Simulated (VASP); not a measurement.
Runs of VASP 6.6.1 on Te2Mo. The structure is that of space group P6_3/mmc (No. 194), or close to it. The cells are those of the table. 

| task | cell | k mesh | cutoff (eV) | gap on the mesh (eV) | pressure (GPa) | largest force (eV/Å) |
| --- | --- | --- | --- | --- | --- | --- |
| single point | a = 3.374, b = 3.374, c = 12.949 Å, angles 90.0, 90.0, 120.0°, 6 atoms | 10 × 10 × 4 | 520 | none | 9.3 | 0.01 |
| single point | a = 3.496, b = 3.496, c = 13.701 Å, angles 90.0, 90.0, 120.0°, 6 atoms | 10 × 10 × 2 | 520 | 0.59 | 0.0 | 0.01 |
| relaxation of shape and atoms at fixed volume | relaxed from a = 3.369, b = 3.369, c = 12.986 Å, angles 90.0, 90.0, 120.0°, 6 atoms | 10 × 10 × 4 | 600 | none | 9.2 | 0.01 |
| relaxation of cell and atoms | relaxed from a = 3.518, b = 3.518, c = 13.974 Å, angles 90.0, 90.0, 120.0°, 6 atoms | 10 × 10 × 2 | 600 | 0.59 | 0.0 | - |
| relaxation of shape and atoms at fixed volume | relaxed from a = 3.449, b = 3.449, c = 13.516 Å, angles 90.0, 90.0, 120.0°, 6 atoms | 10 × 10 × 2 | 600 | 0.39 | 2.1 | 0.01 |
| single point | a = 3.419, b = 3.419, c = 13.180 Å, angles 90.0, 90.0, 120.0°, 6 atoms | 10 × 10 × 2 | 520 | 0.19 | (a) | 0.01 |

Alike in all rows: level PBE+D3(BJ); potentials or basis VASP PAW PBE potentials, release 64 (Te, Mo_sv); no spin polarisation; smearing gaussian 0.05 eV.

**Question.** Estimate the missing entries.

**Answer.** (a) 5.3.

Caveats: spin-orbit coupling is left out, which moves the levels of the heavy elements; pairwise dispersion overbinds metals, which lowers pressure and volume (some runs).

A k mesh can miss the band edges, and the runs leave out spin-orbit coupling on Mo, Te.

A gap of «none» marks levels without a gap at the run's occupations.
